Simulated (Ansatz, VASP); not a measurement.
## Ag in VASP and in Ansatz

File POSCAR:

```
Ag
1.0
   -1.6342676484      1.6342676484      1.5525542660
    1.6342676484     -1.6342676484      1.5525542660
    1.6342676484      1.6342676484     -1.5525542660
Ag
1
Direct
    0.0000000000      0.0000000000      0.0000000000
```

The input INCAR.step1:

```
PREC = Accurate ; ENCUT = 520
ISMEAR = 0 ; SIGMA = 0.15
LREAL = F ; LASPH = T
NELM = 100 ; NBANDS = 12
GGA = PE ; ALGO = Normal
EDIFF = 1E-4 ; LWAVE = T
LCHARG = F
```

Contents of INCAR.step2:

```
PREC = Accurate ; ENCUT = 520
EDIFF = 1E-6 ; ISMEAR = 0
SIGMA = 0.15 ; LREAL = F
LASPH = T ; NELM = 100
ALGO = Normal ; ISIF = 2
LWAVE = F ; LCHARG = F
METAGGA = R2SCAN ; LMIXTAU = T
NBANDS = 12 ; ISTART = 1
```

KPOINTS

```
regular mesh
0
Gamma
  26 26 26
```

Input for Ansatz:

```yaml
crystal:
  lattice:
    - [-1.6342676484, 1.6342676484, 1.552554266]
    - [1.6342676484, -1.6342676484, 1.552554266]
    - [1.6342676484, 1.6342676484, -1.552554266]
  atoms:
    - { symbol: Ag, position: [0.0, 0.0, 0.0] }
basis:
  ecutwfc: 500
kpoints:
  mp_grid: { grid: [26, 26, 26] }
hamiltonian:
  xc: r2scan
scf:
  occupations: { method: gaussian, width: 0.15 }
output:
  forces: true
  stress: true
  eigenvalues: true
```

Change from the starting cell: strain +0.000 along x and y, -0.050 along z, atoms carried along.

Alike in both runs: task single point; functional r2SCAN; k mesh 26 × 26 × 26; occupations gaussian, width 0.15 eV; no spin polarisation.

|  | VASP | Ansatz |
| --- | --- | --- |
| version | VASP 6.6.1 | Ansatz 0.2.0 |
| potentials or method | VASP PAW PBE potentials, release 64 (Ag), cutoff 520 eV | scalar-relativistic, plane waves, PAW |
| valence electrons in the cell | 11 | 19 |

VASP gave:

- gap on the k mesh at the Fermi level (eV): none
- pressure (GPa): 5.9
- traceless stress, the component that is largest in VASP (GPa): -0.29

Q: Estimate Ansatz's values.

A: gap on the k mesh at the Fermi level (eV): none; pressure (GPa): 5.7; traceless stress, the component that is largest in VASP (GPa): -0.29.

VASP's potentials were made for PBE, not for r2SCAN. A gap of «none» marks a metal or a gap that the smearing closes. VASP's potentials hold 11 valence electrons a cell and Ansatz's 19, so a difference there can come from the potentials and not from the codes.
